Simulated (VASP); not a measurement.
Runs of VASP 6.6.1 on Al3Ga5N8. The typed cell holds 16 atoms: a = 8.905 Å, b = 4.452 Å, c = 4.452 Å, α = 90.00°, β = 90.00°, γ = 90.00°. 

```tsv
k mesh	smearing	gap on the mesh (eV)	pressure (GPa)	largest force (eV/Å)
2 × 2 × 2	fermi-dirac 0.05 eV	(a)	10.2	8.66
2 × 2 × 2, shifted	fermi-dirac 0.05 eV	2.92	10.5	8.65
2 × 2 × 2, shifted	gaussian 0.01 eV	2.92	10.5	8.65
2 × 2 × 2, shifted	gaussian 0.05 eV	2.92	10.5	8.65
```

Alike in all rows: task single point; level PBEsol; potentials or basis VASP PAW PBE potentials, release 64 (Al, Ga_d, N); no spin polarisation; cell as given; cutoff (eV) 520.

Task: Fill in the values left out.

Result: (a) 1.13.

Caveats: all runs use coarse meshes; the PAW data sets were made with another functional, which shifts forces and pressure a little; a shifted mesh leaves out Γ, where band edges can lie (at least some runs).

A k mesh can miss the band edges, and the runs leave out spin-orbit coupling on Ga.
